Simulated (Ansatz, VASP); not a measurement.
## ZrC in VASP and in Ansatz

POSCAR

```
ZrC
1.0
    0.0000000000      2.3502100000      2.3502100000
    2.3502100000      0.0000000000      2.3502100000
    2.3502100000      2.3502100000      0.0000000000
Zr C
1 1
Direct
    0.5000000000      0.5000000000      0.5000000000
    0.0000000000      0.0000000000      0.0000000000
```

Contents of INCAR.step1:

```
PREC = Accurate
ENCUT = 660
ISMEAR = 0
SIGMA = 0.1
LREAL = False
LASPH = True
NELM = 120
NBANDS = 15
GGA = PE
ALGO = Normal
EDIFF = 1E-5
LWAVE = True
LCHARG = False
GGA_COMPAT = False
```

File INCAR.step2:

```
PREC = Accurate
ENCUT = 660
EDIFF = 1E-6
ISMEAR = 0
SIGMA = 0.1
LREAL = False
LASPH = True
NELM = 120
ALGO = Normal
ISIF = 2
LWAVE = False
LCHARG = True
METAGGA = R2SCAN
LMIXTAU = True
LELF = True
LVHAR = True
NBANDS = 15
ISTART = 1
GGA_COMPAT = False
```

The input KPOINTS:

```
Automatic mesh
0
Gamma
  6 6 6
```

Input for Ansatz:

```yaml
crystal:
  lattice:
    - [0.0, 2.35021, 2.35021]
    - [2.35021, 0.0, 2.35021]
    - [2.35021, 2.35021, 0.0]
  atoms:
    - { symbol: Zr, position: [0.5, 0.5, 0.5] }
    - { symbol: C, position: [0.0, 0.0, 0.0] }
basis:
  ecutwfc: 500
kpoints:
  mp_grid: { grid: [6, 6, 6] }
hamiltonian:
  xc: r2scan
scf:
  occupations: { method: gaussian, width: 0.1 }
output:
  forces: true
  stress: true
  eigenvalues: true
```

Alike in both runs: task single point; functional r2SCAN; k mesh 6 × 6 × 6; occupations gaussian, width 0.1 eV; no spin polarisation.

```csv
,VASP,Ansatz
version,VASP 6.6.1,Ansatz 0.2.0
potentials or method,"VASP PAW PBE potentials, release 64 (Zr_sv, C), cutoff 660 eV","scalar-relativistic, plane waves, PAW"
valence electrons in the cell,16,16
```

|  | VASP | Ansatz | Ansatz less VASP |
| --- | --- | --- | --- |
| gap on the k mesh at the Fermi level (eV) | none | none | - |
| pressure (GPa) | 1.8 | 1.6 | -0.11 |

VASP's potentials were made for PBE, not for r2SCAN. A gap of «none» marks a metal or a gap that the smearing closes. With one functional, cell and mesh, what is left measures potentials, basis and numerics.

The k mesh is coarse, so the values compare programs but aren't converged.
